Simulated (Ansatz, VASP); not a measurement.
# Two plane-wave programs on NaI

```
CELL_PARAMETERS angstrom
3.26569 3.26569 0.00000
-3.26569 3.26569 0.00000
0.00000 3.26569 3.21395
ATOMIC_POSITIONS crystal
Na 0.00000 0.00000 0.00000
I 0.50000 0.50000 0.00000
```

Change from the starting cell: film at in-plane strain +0.01.

Alike in both runs: task single point; functional r2SCAN; k mesh 6 × 6 × 6; no spin polarisation.

```csv
,VASP,Ansatz
version,VASP 6.6.1,Ansatz 0.2.0
potentials or method,"VASP PAW PBE potentials, release 64 (Na_pv, I)","PAW with Ansatz's default frozen-core files, scalar-relativistic"
plane-wave cutoff (eV),520,500
occupations,"gaussian, width 0.01 eV",fixed
valence electrons in the cell,14,26
```

|  | VASP | Ansatz | Ansatz less VASP |
| --- | --- | --- | --- |
| gap on the k mesh at the Fermi level (eV) | 4.40 | 4.39 | -0.009 |
| pressure (GPa) | -0.3 | -0.3 | +0.08 |
| traceless stress, the component that is largest in VASP (GPa) | 0.28 | 0.27 | -0.004 |

VASP's potentials were made for PBE, not for r2SCAN. VASP's potentials hold 14 valence electrons a cell and Ansatz's 26, so a difference there can come from the potentials and not from the codes.

Neither program's run includes spin-orbit coupling.
